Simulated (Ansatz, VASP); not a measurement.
## One calculation of WS2, two programs

```xyz
6
Lattice="3.1598 0.0000 0.0000 -1.5799 2.7364 0.0000 0.0000 0.0000 23.8035" Properties=species:S:1:pos:R:3 pbc="T T T"
S     0.0000    1.8243    4.5000
S     0.0000    1.8243    7.6518
S    -0.2633    2.2804   10.9418
S    -0.2633    2.2804   14.0935
W     1.5799    0.9121    6.0759
W     1.3166    1.3682   12.5176
```

Alike in both runs: task single point; functional PBE; dispersion D3(BJ); k mesh 9 × 9 × 1; occupations gaussian, width 0.05 eV; no spin polarisation.

```csv
,VASP,Ansatz
version,VASP 6.6.1,Ansatz 0.2.0
potentials or method,"VASP PAW PBE potentials, release 64 (S, W_sv), cutoff 520 eV","scalar-relativistic, plane waves, PAW"
valence electrons in the cell,52,52
```

|  | VASP | Ansatz | Ansatz less VASP |
| --- | --- | --- | --- |
| gap on the k mesh at the Fermi level (eV) | 1.62 | 1.60 | -0.011 |
| least direct gap on the mesh (eV) | 1.89 | 1.89 | -0.001 |
| rms of the force components (eV/Å) | 0.042 | 0.043 | +0.0011 |

Neither program's run includes spin-orbit coupling.
